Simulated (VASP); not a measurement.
Here is a VASP 6.6.1 calculation.

Contents of INCAR:

```
SYSTEM = KBr
PREC = Accurate
ENCUT = 520
EDIFF = 1E-6
ISMEAR = 0
SIGMA = 0.01
LREAL = .False.
LASPH = .True.
NELM = 80
ALGO = Normal
ISIF = 2
LWAVE = .False.
LCHARG = .False.
GGA = PS
NBANDS = 15
```

File KPOINTS:

```
regular mesh
0
Gamma
  6 6 6
  0 0 0
```

The input POSCAR:

```
KBr
1.0
    2.8860910258      2.8860910258      0.0000000000
   -2.8860910258      2.8860910258      0.0000000000
    0.0000000000      2.8860910258      2.8860910258
K Br
1 1
Direct
    0.0000000000      0.0000000000      0.0000000000
    0.5000000000      0.5000000000      0.0000000000
```

Potentials or basis: VASP PAW PBE potentials, release 64 (K_sv, Br).

Command:

```sh
$ cat potpaw_PBE.64/K_sv/POTCAR potpaw_PBE.64/Br/POTCAR > POTCAR
$ mpirun -np 1 vasp_std > vasp.out
```

Problem. Estimate the band gap on the k mesh.

Solution. 4.78 eV, indirect (least direct gap 5.19 eV).

Problem. What does it give for the pressure?

Solution. 15.3 GPa.

Caveat: the PAW data sets were made with another functional, which shifts forces and pressure a little. A k mesh can miss the band edges.
